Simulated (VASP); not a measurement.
# La3Hf (Pm-3m) in VASP: further runs

Runs on La3Hf. Level: PBE. Tasks: single point.

Program: VASP 6.6.1. These are calculated values, not measurements. Logs are shortened: lines on timing, memory, paths and dates and some standing lists are left out, and cuts for length are marked.

## 1. The cell of the first run

It takes space group Pm-3m (No. 221, cubic). The conventional cell has a = 4.942 Å, b = 4.942 Å, c = 4.942 Å, α = 90.00°, β = 90.00°, γ = 90.00°. Within 4.6 Å of Hf (site symmetry m-3m) lie 12 La at 3.49 Å. Within 4.6 Å of La (site symmetry 4/mmm) lie 4 Hf at 3.49 Å and 8 La at 3.49 Å.

## 2. Single point, PBE

Contents of INCAR:

```
PREC = Accurate
ENCUT = 520
EDIFF = 1E-6
ISMEAR = -1
SIGMA = 0.05
LREAL = False
LASPH = True
NELM = 60
ALGO = Normal
ISIF = 2
LWAVE = False
LCHARG = False
GGA = PE
NBANDS = 30
```

Contents of KPOINTS:

```
Automatic mesh
0
Gamma
  5 5 5
```

Contents of POSCAR:

```
La3Hf
1.0
    4.9421412238      0.0000000000      0.0000000000
    0.0000000000      4.9421412238      0.0000000000
    0.0000000000      0.0000000000      4.9421412238
Hf La
1 3
Direct
    0.0000000000      0.0000000000      0.0000000000
    0.5000000000      0.5000000000      0.0000000000
    0.5000000000      0.0000000000      0.5000000000
    0.0000000000      0.5000000000      0.5000000000
```

Potentials or basis: VASP PAW PBE potentials, release 64 (Hf_pv, La).

Launch:

```
cat potpaw_PBE.64/Hf_pv/POTCAR potpaw_PBE.64/La/POTCAR > POTCAR
mpirun -np 1 vasp_std > vasp.out
```

OUTCAR:

```text
PREC = Accurate
   ENCUT = 520
   EDIFF = 1E-6
   ISMEAR = -1
   LREAL = False
   LASPH = True
   NELM = 60
   ISIF = 2
   GGA = PE

 ion  position               nearest neighbor table
   1  0.000  0.000  0.000-   2 3.49   3 3.49   4 3.49   3 3.49   4 3.49   2 3.49   4 3.49   4 3.49
                             2 3.49   3 3.49   3 3.49   2 3.49
   2  0.500  0.500  0.000-   1 3.49   3 3.49   4 3.49   3 3.49   4 3.49   1 3.49   3 3.49   3 3.49
                             1 3.49   4 3.49   4 3.49   1 3.49
   3  0.500  0.000  0.500-   1 3.49   2 3.49   4 3.49   1 3.49   2 3.49   2 3.49   4 3.49   2 3.49
                             1 3.49   4 3.49   1 3.49   4 3.49
   4  0.000  0.500  0.500-   1 3.49   2 3.49   3 3.49   1 3.49   2 3.49   1 3.49   3 3.49   1 3.49
                             2 3.49   3 3.49   2 3.49   3 3.49

  LATTYP: Found a simple cubic cell.
 ALAT       =     4.9421412238

  Lattice vectors:

 A1 = (   4.9421412238,   0.0000000000,   0.0000000000)
 A2 = (   0.0000000000,   4.9421412238,   0.0000000000)
 A3 = (   0.0000000000,   0.0000000000,   4.9421412238)

Analysis of symmetry for initial positions (statically):
=====================================================================
 Subroutine PRICEL returns:
 Original cell was already a primitive cell.

 Routine SETGRP: Setting up the symmetry group for a
 simple cubic supercell.

 Subroutine GETGRP returns: Found 48 space group operations
 (whereof 48 operations were pure point group operations)
 out of a pool of 48 trial point group operations.

The static configuration has the point symmetry O_h .

Analysis of symmetry for dynamics (positions and initial velocities):
=====================================================================
 Subroutine PRICEL returns:
 Original cell was already a primitive cell.

 Routine SETGRP: Setting up the symmetry group for a
 simple cubic supercell.

 Subroutine GETGRP returns: Found 48 space group operations
 (whereof 48 operations were pure point group operations)
 out of a pool of 48 trial point group operations.

The dynamic configuration has the point symmetry O_h .

 Subroutine INISYM returns: Found 48 space group operations
 (whereof 48 operations are pure point group operations),
 and found     1 'primitive' translations

----------------------------------------------------------------------------------------

                                     Primitive cell

  volume of cell :     120.7106

  direct lattice vectors                    reciprocal lattice vectors
     4.942141224  0.000000000  0.000000000     0.202341446  0.000000000  0.000000000
     0.000000000  4.942141224  0.000000000     0.000000000  0.202341446  0.000000000
     0.000000000  0.000000000  4.942141224     0.000000000  0.000000000  0.202341446

  length of vectors
     4.942141224  4.942141224  4.942141224     0.202341446  0.202341446  0.202341446

  position of ions in fractional coordinates (direct lattice)
     0.000000000  0.000000000  0.000000000
     0.500000000  0.500000000  0.000000000
     0.500000000  0.000000000  0.500000000
     0.000000000  0.500000000  0.500000000

  ion indices of the primitive-cell ions
   primitive index   ion index
                 1           1
                 2           2
                 3           3
                 4           4

----------------------------------------------------------------------------------------

 KPOINTS: Automatic mesh

Automatic generation of k-mesh.
 Grid dimensions read from file:
 generate k-points for:    5    5    5

 Generating k-lattice:

  Cartesian coordinates                     Fractional coordinates (reciprocal lattice)
     0.040468289  0.000000000  0.000000000     0.200000000  0.000000000  0.000000000
     0.000000000  0.040468289  0.000000000     0.000000000  0.200000000  0.000000000
     0.000000000  0.000000000  0.040468289     0.000000000  0.000000000  0.200000000

  Length of vectors
     0.040468289  0.040468289  0.040468289

  Shift w.r.t. Gamma in fractional coordinates (k-lattice)
     0.000000000  0.000000000  0.000000000

 Subroutine IBZKPT returns following result:
 ===========================================

 Found     10 irreducible k-points:

 Following reciprocal coordinates:
            Coordinates               Weight
  0.000000  0.000000  0.000000      1.000000
  0.200000  0.000000  0.000000      6.000000
  0.400000  0.000000  0.000000      6.000000
  0.200000  0.200000  0.000000     12.000000
  0.400000  0.200000  0.000000     24.000000
  0.400000  0.400000  0.000000     12.000000
  0.200000  0.200000  0.200000      8.000000
  0.400000  0.200000  0.200000     24.000000
  0.400000  0.400000  0.200000     24.000000
  0.400000  0.400000  0.400000      8.000000
   k-points           NKPTS =     10   k-points in BZ     NKDIM =     10   number of bands    NBANDS=     30
   number of dos      NEDOS =    301   number of ions     NIONS =      4
   total plane-waves  NPLWV =  64000
   dimension x,y,z NGX =    40 NGY =   40 NGZ =   40
   dimension x,y,z NGXF=    80 NGYF=   80 NGZF=   80
   ions per type =               1   3
   NGX,Y,Z   is equivalent  to a cutoff of  13.46, 13.46, 13.46 a.u.
   NGXF,Y,Z  is equivalent  to a cutoff of  26.91, 26.91, 26.91 a.u.
 SYSTEM =  unknown system
   PREC   = accura    normal or accurate (medium, high low for compatibility)
   ISTART =      0    job   : 0-new  1-cont  2-samecut
   ICHARG =      2    charge: 1-file 2-atom 10-const
   ISPIN  =      1    spin polarized calculation?
   LNONCOLLINEAR =      F non collinear calculations
   LSORBIT =      F    spin-orbit coupling
   LASPH  =      T    aspherical Exc in radial PAW
   ENCUT  =  520.0 eV  38.22 Ry    6.18 a.u.   9.19  9.19  9.19*2*pi/ulx,y,z
   NELM   =     60;   NELMIN=  2; NELMDL= -5     # of ELM steps
   EDIFF  = 0.1E-05   stopping-criterion for ELM
   LREAL  =      F    real-space projection
[... 7 lines left out ...]
   TEBEG  =    0.0;   TEEND  =   0.0 temperature during run
   PSTRESS=    0.0 pullay stress
   NELECT =      43.0000    total number of electrons
   NUPDOWN=      -1.0000    fix difference up-down
   EMIN   =  10.00;   EMAX   =-10.00  energy-range for DOS
   EFERMI =   0.00;   METHOD = LEGACY
   ISMEAR =    -1;   SIGMA  =   0.05  broadening in eV -4-tet -1-fermi 0-gaus
   EFERMI_NEDOS =   21; number of points for ismear=-14 and -15
   IALGO  =     38    algorithm
   IMIX   =      4    mixing-type and parameters
     AMIX     =   0.40;   BMIX     =  1.00
     AMIX_MAG =   1.60;   BMIX_MAG =  1.00
  volume/ion in A,a.u.               =      30.18       203.65
  Fermi-wavevector in a.u.,A,eV,Ry     =   1.160511  2.193047 18.324125  1.346785
  Thomas-Fermi vector in A             =   2.297092
   LORBIT       =      0    0 simple, 1 ext, 2 COOP (PROOUT), +10 PAW based schemes
   GGA     = PE    functional components
   LHFCALC =     F    Hartree Fock is set to
   AEXX    =    0.0000 exact exchange contribution
   IVDW    =     0    specifies the selected vdW correction
   LEPSILON=     F    determine dielectric tensor
   LRPA    =     F    only Hartree local field effects (RPA)
 non-spin polarized calculation
  energy-cutoff  :      520.00
  volume of cell :      120.71
 maximum number of plane-waves:      3271
 NGX is ok and might be reduce to    40
   NGX = 19   NGY = 19   NGZ = 19

 number of electron      42.9999998 magnetization

 Free energy of the ion-electron system (eV)
  ---------------------------------------------------
  ext. energy  EPLUGINS =         0.00000000
  ---------------------------------------------------
  free energy    TOTEN  =       -23.76071669 eV

  energy without entropy =      -23.71474721  energy(sigma->0) =      -23.73773195

 E-fermi :   8.2884     XC(G=0): -10.3239

 val. band max:        8.2827913894   @ k =   0.4000   0.2000   0.0000
 cond. band min:       8.3243889158   @ k =   0.4000   0.4000   0.0000
 fundamental gap:      0.0415975264
 Fermi energy:         8.2884217138

 k-point     1 :       0.0000    0.0000    0.0000
  band No.  band energies     occupation
      1     -24.2424      2.00000
      2     -23.8110      2.00000
      3     -23.8110      2.00000
      4     -22.7747      2.00000
      5     -22.7747      2.00000
      6     -22.7747      2.00000
[... 22 lines left out ...]
     29      10.2908      0.00000
     30      10.5676      0.00000

 k-point     2 :       0.2000    0.0000    0.0000
  band No.  band energies     occupation
      1     -24.2105      2.00000
      2     -23.8504      2.00000
      3     -23.8102      2.00000
      4     -22.7744      2.00000
      5     -22.7744      2.00000
      6     -22.7687      2.00000
[... 22 lines left out ...]
     29      10.3604      0.00000
     30      10.5860      0.00000

 k-point     3 :       0.4000    0.0000    0.0000
  band No.  band energies     occupation
      1     -24.1365      2.00000
      2     -23.9362      2.00000
      3     -23.8090      2.00000
      4     -22.7741      2.00000
      5     -22.7741      2.00000
      6     -22.7594      2.00000
[... 22 lines left out ...]
     29      10.2171      0.00000
     30      10.2865      0.00000

 k-point     4 :       0.2000    0.2000    0.0000
  band No.  band energies     occupation
      1     -24.1799      2.00000
      2     -23.8650      2.00000
      3     -23.8306      2.00000
      4     -22.7742      2.00000
      5     -22.7713      2.00000
      6     -22.7679      2.00000
[... 22 lines left out ...]
     29      10.3393      0.00000
     30      10.4698      0.00000

 k-point     5 :       0.4000    0.2000    0.0000
  band No.  band energies     occupation
      1     -24.1072      2.00000
      2     -23.9382      2.00000
      3     -23.8369      2.00000
      4     -22.7738      2.00000
      5     -22.7712      2.00000
      6     -22.7619      2.00000
[... 22 lines left out ...]
     29      10.1480      0.00000
     30      10.4083      0.00000

 k-point     6 :       0.4000    0.4000    0.0000
  band No.  band energies     occupation
      1     -24.0346      2.00000
      2     -23.9495      2.00000
      3     -23.8993      2.00000
      4     -22.7735      2.00000
      5     -22.7669      2.00000
      6     -22.7656      2.00000
[... 22 lines left out ...]
     29      10.1194      0.00000
     30      10.3181      0.00000

 k-point     7 :       0.2000    0.2000    0.2000
  band No.  band energies     occupation
      1     -24.1513      2.00000
      2     -23.8630      2.00000
      3     -23.8630      2.00000
      4     -22.7727      2.00000
      5     -22.7727      2.00000
      6     -22.7665      2.00000
[... 22 lines left out ...]
     29      10.3456      0.00000
     30      10.3736      0.00000

 k-point     8 :       0.4000    0.2000    0.2000
  band No.  band energies     occupation
      1     -24.0822      2.00000
      2     -23.9379      2.00000
      3     -23.8597      2.00000
      4     -22.7748      2.00000
      5     -22.7702      2.00000
      6     -22.7644      2.00000
[... 22 lines left out ...]
     29      10.0420      0.00000
     30      10.2722      0.00000

 k-point     9 :       0.4000    0.4000    0.2000
  band No.  band energies     occupation
      1     -24.0199      2.00000
      2     -23.9458      2.00000
      3     -23.9100      2.00000
      4     -22.7750      2.00000
      5     -22.7704      2.00000
      6     -22.7680      2.00000
[... 22 lines left out ...]
     29      10.0011      0.00000
     30      10.1324      0.00000

 k-point    10 :       0.4000    0.4000    0.4000
  band No.  band energies     occupation
      1     -23.9838      2.00000
      2     -23.9397      2.00000
      3     -23.9397      2.00000
      4     -22.7762      2.00000
      5     -22.7762      2.00000
      6     -22.7732      2.00000
[... 22 lines left out ...]
     29      10.0186      0.00000
     30      10.0812      0.00000

------------------------ aborting loop because EDIFF is reached ----------------------------------------

  FORCE on cell =-STRESS in cart. coord.  units (eV):
  Direction    XX          YY          ZZ          XY          YZ          ZX
  --------------------------------------------------------------------------------------
  -------------------------------------------------------------------------------------
  Total        1.9785236      1.9785236      1.9785236      0.0000000      0.0000000     -0.0000000
  in kB       26.2607042     26.2607042     26.2607042      0.0000000      0.0000000     -0.0000000
  external PRESSURE =      26.2607042 kB  Pullay stress =       0.0000000 kB

 VOLUME and BASIS-vectors are now :
 -----------------------------------------------------------------------------
  energy-cutoff  :      520.00
  volume of cell :      120.71
      direct lattice vectors                 reciprocal lattice vectors
     4.942141224  0.000000000  0.000000000     0.202341446  0.000000000  0.000000000
     0.000000000  4.942141224  0.000000000     0.000000000  0.202341446  0.000000000
     0.000000000  0.000000000  4.942141224     0.000000000  0.000000000  0.202341446

 POSITION                                       TOTAL-FORCE (eV/Angst)
 -----------------------------------------------------------------------------------
      0.00000      0.00000      0.00000         0.000000      0.000000      0.000000
      2.47107      2.47107      0.00000         0.000000      0.000000      0.000000
      2.47107      0.00000      2.47107         0.000000      0.000000      0.000000
      0.00000      2.47107      2.47107         0.000000      0.000000      0.000000
 -----------------------------------------------------------------------------------
    total drift:                                0.000000     -0.000000     -0.000000

  FREE ENERGIE OF THE ION-ELECTRON SYSTEM (eV)
  ---------------------------------------------------
  free  energy   TOTEN  =       -23.7607166903 eV

  energy  without entropy=      -23.7147472076  energy(sigma->0) =      -23.73773195
```

It took 59 s on 1 thread of Intel Xeon Platinum 8259CL at 2.50GHz (Skylake/Cascade Lake), shared host; peak memory 0.25 GiB.

What came out:

- Free energy: -23.7607 eV
- Pressure: 2.6 GPa
- Band gap on the k mesh: zero (an odd number of electrons rules out a gap without spin polarisation)

Levels at points of the mesh, in eV from the Fermi level:
| k point | band 18 | band 19 | band 20 | band 21 | band 22 | band 23 | band 24 | band 25 | band 26 | band 27 |
| --- | --- | --- | --- | --- | --- | --- | --- | --- | --- | --- |
| (0.00, 0.00, 0.00) | -2.25 | -2.25 | -1.78 | -1.78 | -1.78 | 1.45 | 1.45 | 1.45 | 1.76 | 2.00 |

Caveat: spin-orbit coupling is left out, which moves the levels of the heavy elements.

## 3. Single point, PBE

This run uses another cell than the first one, of 30.82 Å³/atom.

INCAR is that of step 2.

Contents of KPOINTS:

```
regular mesh
0
Gamma
  5 5 5
```

Contents of POSCAR:

```
La3Hf
1.0
    4.9769461820      0.0000000000      0.0000000000
    0.0000000000      4.9769461820      0.0000000000
    0.0000000000      0.0000000000      4.9769461820
Hf La
1 3
Direct
    0.0000000000      0.0000000000      0.0000000000
    0.5000000000      0.5000000000      0.0000000000
    0.5000000000      0.0000000000      0.5000000000
    0.0000000000      0.5000000000      0.5000000000
```

Potentials or basis: VASP PAW PBE potentials, release 64 (Hf_pv, La).

Launch:

```
cat potpaw_PBE.64/Hf_pv/POTCAR potpaw_PBE.64/La/POTCAR > POTCAR
mpirun -np 1 vasp_std > vasp.out
```

Wall time 62 s (1 thread of Intel Xeon Platinum 8259CL at 2.50GHz (Skylake/Cascade Lake), shared host); peak memory 0.23 GiB.

The run converged. Its results:

* Free energy: -23.7954 eV
* Pressure: 1.7 GPa
* Band gap on the k mesh: zero (an odd number of electrons rules out a gap without spin polarisation)

Levels at points of the mesh, in eV from the Fermi level:
```
           k point  band 18  band 19  band 20  band 21  band 22  band 23  band 24  band 25  band 26  band 27
(0.00, 0.00, 0.00)    -2.19    -2.19    -1.72    -1.72    -1.72     1.43     1.43     1.43     1.74     1.95
```

Caveat: spin-orbit coupling is left out, which moves the levels of the heavy elements.

(Part 1 of 2 ends here.)

The gap in the log of VASP goes by the Fermi energy; the results here count the filled bands.